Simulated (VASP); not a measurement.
Runs of VASP 6.6.1 on SrVO3. Symmetry: Pm-3m, No. 221, cubic system. The conventional cell has a = 3.841 Å, b = 3.841 Å, c = 3.841 Å, α = 90.00°, β = 90.00°, γ = 90.00°. Sr (site symmetry m-3m) has 12 O at 2.72 Å and 8 V at 3.33 Å within 3.6 Å. V (site symmetry m-3m) has 6 O at 1.92 Å within 2.5 Å. Within 2.5 Å of O (site symmetry 4/mmm) lie 2 V at 1.92 Å. 

```tsv
task	level	U	k mesh	smearing	gap on the mesh (eV)	pressure (GPa)	moment (μB)
single point	PBE	-	9 × 9 × 9	fermi-dirac 0.05 eV	none	3.5	0.33
electric field gradients	PBE+U	V d U = 2.1 eV	9 × 9 × 9	fermi-dirac 0.05 eV	none	7.1	1.00
electric field gradients	PBE	-	9 × 9 × 9	fermi-dirac 0.05 eV	none	3.5	0.33
electric field gradients	PBE	-	6 × 6 × 6	fermi-dirac 0.02 eV	none	(a)	0.50
```

Alike in all rows: potentials or basis VASP PAW PBE potentials, release 64 (Sr_sv, V_sv, O); spin collinear, ferromagnetic start; cell as given; cutoff (eV) 520.

Task: Estimate the missing entries.

Result: (a) 3.7.

Caveats: semilocal functionals often make such compounds metallic where correlation or magnetic order opens a gap, which also shifts bond lengths (some runs).

A k mesh can miss the band edges, and the runs leave out spin-orbit coupling on Sr.

A gap of «none» marks levels without a gap at the run's occupations.
